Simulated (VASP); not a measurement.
Wanted: the native input for a VASP 6.6.1 run.

```yaml
Task: single point
Functional: PBE
Potentials_or_basis: VASP PAW PBE potentials, release 64 (Zn, S)
Cutoff: 500 eV
k_mesh: 3 × 3 × 3
Occupations: gaussian, width 0.01 eV
Spin: no spin polarisation
Dipole_correction: no
Further_INCAR_settings: ALGO = Normal; EDIFF = 1e-06; NBANDS = 16
```

The structure of ZnS lies in POSCAR:

```
ZnS
1.0
    0.0000000000      2.7020000000      2.7020000000
    2.7020000000      0.0000000000      2.7020000000
    2.7020000000      2.7020000000      0.0000000000
Zn S
1 1
Direct
    0.2500000000      0.2500000000      0.2500000000
    0.0000000000      0.0000000000      0.0000000000
```

One way to write it, as run:

INCAR

```
SYSTEM = ZnS
PREC     = Accurate       ! precision mode
ENCUT    = 500            ! plane-wave cutoff, eV
EDIFF    = 1E-6           ! SCF threshold, eV
ISMEAR   = 0              ! smearing method
SIGMA    = 0.01           ! smearing width, eV
LREAL    = .False.        ! projectors in reciprocal space
LASPH    = .True.         ! aspherical terms in the spheres
NELM     = 120            ! most SCF steps
ALGO     = Normal         ! electronic algorithm
ISIF     = 2              ! what is computed and relaxed
LWAVE    = .False.        ! write WAVECAR
LCHARG   = .True.         ! write CHGCAR
GGA      = PE             ! functional
LELF     = .True.         ! ELF
LVHAR    = .True.       
NBANDS   = 16             ! bands
GGA_COMPAT= .False.
```

KPOINTS

```
Automatic mesh
0
Gamma
  3 3 3
  0 0 0
```

Potentials or basis: VASP PAW PBE potentials, release 64 (Zn, S).

Run with:

```console
$ cat potpaw_PBE.64/Zn/POTCAR potpaw_PBE.64/S/POTCAR > POTCAR
$ mpirun -np 1 vasp_std > vasp.out
```

It gave:

The pressure is 3.0 GPa and the band gap on the k mesh is 2.08 eV, direct.

Caveat: the k points lie up to 0.67 Å⁻¹ apart.

Wall time 8.2 s on 1 thread of AMD EPYC 7R13, with other jobs on the host, peak memory 0.12 GiB.
